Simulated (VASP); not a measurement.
# NaCl (I4/mmm) in VASP: further runs

Runs on NaCl. Level: r2SCAN. Tasks: single point.

Program: VASP 6.6.1. These are calculated values, not measurements. Logs are shortened: lines on timing, memory, paths and dates and some standing lists are left out, and cuts for length are marked.

## Step 1: The cell of the first run

It takes space group I4/mmm (No. 139, tetragonal). The conventional cell has a = 3.684 Å, b = 3.684 Å, c = 5.663 Å, α = 90.00°, β = 90.00°, γ = 90.00°. Na (site symmetry 4/mmm) has 6 Cl at 2.61 to 2.83 Å within 3.4 Å. Within 3.4 Å of Cl (site symmetry 4/mmm) lie 6 Na at 2.61 to 2.83 Å.

## Step 2: Single point, r2SCAN (strain -0.080 along x and y, +0.000 along z)

POSCAR reads:

```
NaCl
1.0
    0.0000000000      2.6052100000      2.8317500000
    2.6052100000      0.0000000000      2.8317500000
    2.6052100000      2.6052100000      0.0000000000
Na Cl
1 1
Direct
    0.0000000000      0.0000000000      0.0000000000
    0.5000000000      0.5000000000      0.5000000000
```

INCAR.step1 reads:

```
SYSTEM = NaCl
  PREC = Accurate
  ENCUT = 520
  ISMEAR = 0
  SIGMA = 0.05
  LREAL = .FALSE.
  LASPH = .TRUE.
  NELM = 80
  NBANDS = 14
  GGA = PE
  ALGO = Normal
  EDIFF = 1E-4
  LWAVE = .TRUE.
  LCHARG = .FALSE.
```

INCAR.step2 reads:

```
SYSTEM = NaCl
  PREC = Accurate
  ENCUT = 520
  EDIFF = 1E-7
  ISMEAR = 0
  SIGMA = 0.05
  LREAL = .FALSE.
  LASPH = .TRUE.
  NELM = 80
  ALGO = Normal
  ISIF = 2
  LWAVE = .FALSE.
  LCHARG = .FALSE.
  METAGGA = R2SCAN
  LMIXTAU = .TRUE.
  NBANDS = 14
  ISTART = 1
```

KPOINTS reads:

```
regular mesh
0
G
  8 8 8
  0 0 0
```

Potentials or basis: VASP PAW PBE potentials, release 64 (Na_pv, Cl).

Launch:

```sh
$ cat potpaw_PBE.64/Na_pv/POTCAR potpaw_PBE.64/Cl/POTCAR > POTCAR
$ cp INCAR.step1 INCAR
$ mpirun -np 1 vasp_std > vasp.out
$ cp INCAR.step2 INCAR
$ mpirun -np 1 vasp_std > vasp.out
```

OUTCAR:

```text
SYSTEM = NaCl
   PREC = Accurate
   ENCUT = 520
   EDIFF = 1E-7
   ISMEAR = 0
   LREAL = .FALSE.
   LASPH = .TRUE.
   NELM = 80
   ISIF = 2
   METAGGA = R2SCAN
   ISTART = 1

 ion  position               nearest neighbor table
   1  0.000  0.000  0.000-   2 2.61   2 2.61   2 2.61   2 2.61
   2  0.500  0.500  0.500-   1 2.61   1 2.61   1 2.61   1 2.61

  LATTYP: Found a body centered tetragonal cell.
 ALAT       =     3.6843233148
 C/A-ratio  =     1.5371886548

  Lattice vectors:

 A1 = (  -2.6052100000,   0.0000000000,   2.8317500000)
 A2 = (   2.6052100000,   0.0000000000,   2.8317500000)
 A3 = (   0.0000000000,   2.6052100000,  -2.8317500000)

Analysis of symmetry for initial positions (statically):
=====================================================================
 Subroutine PRICEL returns:
 Original cell was already a primitive cell.

 Routine SETGRP: Setting up the symmetry group for a
 body centered tetragonal supercell.

 Subroutine GETGRP returns: Found 16 space group operations
 (whereof 16 operations were pure point group operations)
 out of a pool of 16 trial point group operations.

The static configuration has the point symmetry D_4h.

Analysis of symmetry for dynamics (positions and initial velocities):
=====================================================================
 Subroutine PRICEL returns:
 Original cell was already a primitive cell.

 Routine SETGRP: Setting up the symmetry group for a
 body centered tetragonal supercell.

 Subroutine GETGRP returns: Found 16 space group operations
 (whereof 16 operations were pure point group operations)
 out of a pool of 16 trial point group operations.

The dynamic configuration has the point symmetry D_4h.

 Subroutine INISYM returns: Found 16 space group operations
 (whereof 16 operations are pure point group operations),
 and found     1 'primitive' translations

----------------------------------------------------------------------------------------

                                     Primitive cell

  volume of cell :      38.4388

  direct lattice vectors                    reciprocal lattice vectors
     0.000000000  2.605210000  2.831750000    -0.191923108  0.191923108  0.176569259
     2.605210000  0.000000000  2.831750000     0.191923108 -0.191923108  0.176569259
     2.605210000  2.605210000  0.000000000     0.191923108  0.191923108 -0.176569259

  length of vectors
     3.847847087  3.847847087  3.684323315     0.323798799  0.323798799  0.323798799

  position of ions in fractional coordinates (direct lattice)
     0.000000000  0.000000000  0.000000000
     0.500000000  0.500000000  0.500000000

  ion indices of the primitive-cell ions
   primitive index   ion index
                 1           1
                 2           2

----------------------------------------------------------------------------------------

 KPOINTS: regular mesh

Automatic generation of k-mesh.
 Grid dimensions read from file:
 generate k-points for:    8    8    8

 Generating k-lattice:

  Cartesian coordinates                     Fractional coordinates (reciprocal lattice)
    -0.023990388  0.023990388  0.022071157     0.125000000  0.000000000  0.000000000
     0.023990388 -0.023990388  0.022071157     0.000000000  0.125000000  0.000000000
     0.023990388  0.023990388 -0.022071157    -0.000000000 -0.000000000  0.125000000

  Length of vectors
     0.040474850  0.040474850  0.040474850

  Shift w.r.t. Gamma in fractional coordinates (k-lattice)
     0.000000000  0.000000000  0.000000000

 Subroutine IBZKPT returns following result:
 ===========================================

 Found     59 irreducible k-points:

 Following reciprocal coordinates:
            Coordinates               Weight
  0.000000  0.000000  0.000000      1.000000
  0.125000  0.000000  0.000000      8.000000
  0.250000  0.000000  0.000000      8.000000
  0.375000  0.000000  0.000000      8.000000
  0.500000  0.000000  0.000000      4.000000
  0.125000  0.125000  0.000000      2.000000
[... 16 lines left out ...]
  0.250000  0.000000  0.125000     16.000000
  0.375000  0.000000  0.125000     16.000000
 [... further k-points ...]
   k-points           NKPTS =     59   k-points in BZ     NKDIM =     59   number of bands    NBANDS=     14
   number of dos      NEDOS =    301   number of ions     NIONS =      2
   total plane-waves  NPLWV =  25200
   dimension x,y,z NGX =    30 NGY =   30 NGZ =   28
   dimension x,y,z NGXF=    60 NGYF=   60 NGZF=   56
   ions per type =               1   1
   NGX,Y,Z   is equivalent  to a cutoff of  12.96, 12.96, 12.63 a.u.
   NGXF,Y,Z  is equivalent  to a cutoff of  25.92, 25.92, 25.27 a.u.
 SYSTEM =  NaCl
   PREC   = accura    normal or accurate (medium, high low for compatibility)
   ISTART =      1    job   : 0-new  1-cont  2-samecut
   ICHARG =      0    charge: 1-file 2-atom 10-const
   ISPIN  =      1    spin polarized calculation?
   LNONCOLLINEAR =      F non collinear calculations
   LSORBIT =      F    spin-orbit coupling
   LASPH  =      T    aspherical Exc in radial PAW
   ENCUT  =  520.0 eV  38.22 Ry    6.18 a.u.   7.15  7.15  6.85*2*pi/ulx,y,z
   NELM   =     80;   NELMIN=  2; NELMDL=  0     # of ELM steps
   EDIFF  = 0.1E-06   stopping-criterion for ELM
   LREAL  =      F    real-space projection
   EDIFFG = 0.1E-05   stopping-criterion for IOM
   NSW    =      0    number of steps for IOM
   IBRION =     -1    ionic relax: 0-MD 1-quasi-New 2-CG
   NFREE  =      0    steps in history (QN), initial steepest desc. (CG)
   ISIF   =      2    stress and relaxation
   ISYM   =      2    0-nonsym 1-usesym 2-fastsym
   POTIM  = 0.5000    time-step for ionic-motion
   TEBEG  =    0.0;   TEEND  =   0.0 temperature during run
   PSTRESS=    0.0 pullay stress
   NELECT =      14.0000    total number of electrons
   NUPDOWN=      -1.0000    fix difference up-down
   EMIN   =  10.00;   EMAX   =-10.00  energy-range for DOS
   EFERMI =   0.00;   METHOD = LEGACY
   ISMEAR =     0;   SIGMA  =   0.05  broadening in eV -4-tet -1-fermi 0-gaus
   EFERMI_NEDOS =   21; number of points for ismear=-14 and -15
   IALGO  =     38    algorithm
   IMIX   =      4    mixing-type and parameters
     AMIX     =   0.40;   BMIX     =  1.00
     AMIX_MAG =   1.60;   BMIX_MAG =  1.00
  volume/ion in A,a.u.               =      19.22       129.70
  Fermi-wavevector in a.u.,A,eV,Ry     =   1.169124  2.209325 18.597148  1.366852
  Thomas-Fermi vector in A             =   2.305602
   LORBIT       =      0    0 simple, 1 ext, 2 COOP (PROOUT), +10 PAW based schemes
   METAGGA = R2SCAN    functional components
   LHFCALC =     F    Hartree Fock is set to
   AEXX    =    0.0000 exact exchange contribution
   IVDW    =     0    specifies the selected vdW correction
   LEPSILON=     F    determine dielectric tensor
   LRPA    =     F    only Hartree local field effects (RPA)
 non-spin polarized calculation
 Gauss-broadening in eV      SIGMA  =   0.05
  energy-cutoff  :      520.00
  volume of cell :       38.44
 maximum number of plane-waves:      1054
 NGX is ok and might be reduce to    30
   NGX = 15   NGY = 15   NGZ = 13

 number of electron      13.9999994 magnetization

 Free energy of the ion-electron system (eV)
  ---------------------------------------------------
  ext. energy  EPLUGINS =         0.00000000
  ---------------------------------------------------
  free energy    TOTEN  =       -13.67101290 eV

  energy without entropy =      -13.67101290  energy(sigma->0) =      -13.67101290

 E-fermi :   0.0904     XC(G=0):  -9.3737

 val. band max:       -0.1733828686   @ k =   0.0000   0.0000   0.0000
 cond. band min:       6.4398123579   @ k =   0.0000   0.0000   0.0000
 fundamental gap:      6.6131952265
 Fermi energy:         0.0903719357

 k-point     1 :       0.0000    0.0000    0.0000
  band No.  band energies     occupation
      1     -21.4468      2.00000
      2     -21.4441      2.00000
      3     -21.4440      2.00000
      4     -13.8145      2.00000
      5      -0.1765      2.00000
      6      -0.1765      2.00000
      7      -0.1734      2.00000
      8       6.4398      0.00000
      9      11.2602      0.00000
     10      11.9697      0.00000
     11      11.9700      0.00000
     12      13.6252      0.00000
     13      14.7190      0.00000
     14      16.1567      0.00000

 k-point     2 :       0.1250    0.0000    0.0000
  band No.  band energies     occupation
      1     -21.4541      2.00000
      2     -21.4470      2.00000
      3     -21.4441      2.00000
      4     -13.7396      2.00000
      5      -0.6296      2.00000
      6      -0.2487      2.00000
      7      -0.2236      2.00000
      8       6.9851      0.00000
      9      11.1524      0.00000
     10      11.7709      0.00000
     11      12.2328      0.00000
     12      13.5504      0.00000
     13      14.4943      0.00000
     14      17.2874      0.00000

 k-point     3 :       0.2500    0.0000    0.0000
  band No.  band energies     occupation
      1     -21.4766      2.00000
      2     -21.4494      2.00000
      3     -21.4440      2.00000
      4     -13.5519      2.00000
      5      -1.5480      2.00000
      6      -0.4200      2.00000
      7      -0.3336      2.00000
      8       7.8815      0.00000
      9      10.9534      0.00000
     10      11.8568      0.00000
     11      12.6435      0.00000
     12      14.1390      0.00000
     13      14.5410      0.00000
     14      17.8296      0.00000
[... 324 lines left out ...]
 k-point    23 :       0.2500    0.0000    0.1250
  band No.  band energies     occupation
      1     -21.4715      2.00000
      2     -21.4505      2.00000
      3     -21.4477      2.00000
      4     -13.5573      2.00000
      5      -1.3611      2.00000
      6      -0.4833      2.00000
      7      -0.4335      2.00000
      8       8.0437      0.00000
      9      10.2841      0.00000
     10      12.3204      0.00000
     11      12.6475      0.00000
     12      13.5571      0.00000
     13      14.6830      0.00000
     14      18.8513      0.00000

 k-point    24 :       0.3750    0.0000    0.1250
  band No.  band energies     occupation
      1     -21.4918      2.00000
      2     -21.4527      2.00000
      3     -21.4477      2.00000
      4     -13.3695      2.00000
      5      -2.0991      2.00000
      6      -0.6258      2.00000
      7      -0.6015      2.00000
      8       8.4776      0.00000
      9      10.8228      0.00000
     10      11.9328      0.00000
     11      12.4523      0.00000
     12      14.9494      0.00000
     13      16.1931      0.00000
     14      18.5159      0.00000

 [... further k-points ...]
[... 5 lines left out ...]
  --------------------------------------------------------------------------------------
  -------------------------------------------------------------------------------------
  Total        1.8975310      1.8975310      0.2381438      0.0000000      0.0000000     -0.0000000
  in kB       79.0913655     79.0913655      9.9261202      0.0000000      0.0000000     -0.0000000
  external PRESSURE =      56.0362837 kB  Pullay stress =       0.0000000 kB

 VOLUME and BASIS-vectors are now :
 -----------------------------------------------------------------------------
  energy-cutoff  :      520.00
  volume of cell :       38.44
      direct lattice vectors                 reciprocal lattice vectors
     0.000000000  2.605210000  2.831750000    -0.191923108  0.191923108  0.176569259
     2.605210000  0.000000000  2.831750000     0.191923108 -0.191923108  0.176569259
     2.605210000  2.605210000  0.000000000     0.191923108  0.191923108 -0.176569259

 POSITION                                       TOTAL-FORCE (eV/Angst)
 -----------------------------------------------------------------------------------
      0.00000      0.00000      0.00000         0.000000     -0.000000     -0.000000
      2.60521      2.60521      2.83175         0.000000      0.000000      0.000000
 -----------------------------------------------------------------------------------
    total drift:                               -0.000000      0.000000      0.000000

  FREE ENERGIE OF THE ION-ELECTRON SYSTEM (eV)
  ---------------------------------------------------
  free  energy   TOTEN  =       -13.6710128962 eV

  energy  without entropy=      -13.6710128962  energy(sigma->0) =      -13.67101290
```

It took 3.4 min on 1 thread of AMD EPYC 7R13 (Zen 3), shared host; peak memory 0.15 GiB.

Results:

```
Free energy            : -13.6710 eV
Pressure               : 5.6 GPa
Band gap on the k mesh : 6.61 eV, direct
```

Levels at points of the mesh, in eV from the valence-band top:
```tsv
k point	band 3	band 4	band 5	band 6	band 7	band 8	band 9	band 10	band 11	band 12
(0.00, 0.00, 0.00)	-21.27	-13.64	0.00	0.00	0.00	6.61	11.43	12.14	12.14	13.80
(0.50, 0.00, 0.00)	-21.27	-13.09	-2.45	-0.47	-0.31	8.19	11.75	12.64	12.91	17.14
(0.50, 0.50, 0.00)	-21.28	-13.13	-2.20	-0.61	-0.61	8.67	9.04	12.89	16.56	17.81
(0.50, 0.00, 0.50)	-21.28	-13.01	-2.10	-0.99	-0.71	8.35	8.88	13.69	16.48	16.55
```

Caveat: the cell differs from its parent crystal (strain -0.080 along x and y, +0.000 along z); the PAW data sets were made with another functional, which shifts forces and pressure a little.

## Step 3: Single point, r2SCAN (strain -0.040 along x and y, -0.080 along z)

POSCAR reads:

```
NaCl
1.0
    0.0000000000      2.7184800000      2.6052100000
    2.7184800000      0.0000000000      2.6052100000
    2.7184800000      2.7184800000      0.0000000000
Na Cl
1 1
Direct
    0.0000000000      0.0000000000      0.0000000000
    0.5000000000      0.5000000000      0.5000000000
```

INCAR.step1 reads:

```
  PREC = Accurate
  ENCUT = 520
  ISMEAR = 0
  SIGMA = 0.05
  LREAL = False
  LASPH = True
  NELM = 80
  NBANDS = 14
  GGA = PE
  ALGO = Normal
  EDIFF = 1E-4
  LWAVE = True
  LCHARG = False
```

INCAR.step2 reads:

```
  PREC = Accurate
  ENCUT = 520
  EDIFF = 1E-6
  ISMEAR = 0
  SIGMA = 0.05
  LREAL = False
  LASPH = True
  NELM = 80
  ALGO = Normal
  ISIF = 2
  LWAVE = False
  LCHARG = True
  METAGGA = R2SCAN
  LMIXTAU = True
  LELF = True
  LVHAR = True
  NBANDS = 14
  ISTART = 1
```

KPOINTS reads:

```
regular mesh
0
Gamma
  8 8 8
```

Potentials or basis: VASP PAW PBE potentials, release 64 (Na_pv, Cl).

Launch:

```sh
$ cat potpaw_PBE.64/Na_pv/POTCAR potpaw_PBE.64/Cl/POTCAR > POTCAR
$ cp INCAR.step1 INCAR
$ mpirun -np 1 vasp_std > vasp.out
$ cp INCAR.step2 INCAR
$ mpirun -np 1 vasp_std > vasp.out
```

Wall time 2.5 min (1 thread of AMD EPYC 7R13 (Zen 3), shared host); peak memory 0.14 GiB.

The run converged. Its results:

```yaml
Free_energy: -13.7073 eV
Pressure: 5.0 GPa
Band_gap_on_the_k_mesh: 6.62 eV, direct
```

Stress tensor (GPa, compression positive):
```
3.59 0.00 0.00
0.00 3.59 0.00
0.00 0.00 7.81
```

Levels at points of the mesh, in eV from the valence-band top:
```csv
k point,band 4,band 5,band 6,band 7,band 8,band 9,band 10,band 11
"(0.00, 0.00, 0.00)",-13.64,-0.02,0.00,0.00,6.62,11.75,11.75,12.11
"(0.50, 0.00, 0.00)",-13.10,-2.44,-0.43,-0.35,8.21,11.87,12.39,12.94
"(0.50, 0.50, 0.00)",-13.02,-2.09,-0.86,-0.86,8.31,8.85,13.70,16.61
"(0.50, 0.00, 0.50)",-13.07,-2.16,-0.80,-0.67,8.50,8.90,13.28,16.51
```

Caveat: the cell differs from its parent crystal (strain -0.040 along x and y, -0.080 along z); the PAW data sets were made with another functional, which shifts forces and pressure a little.
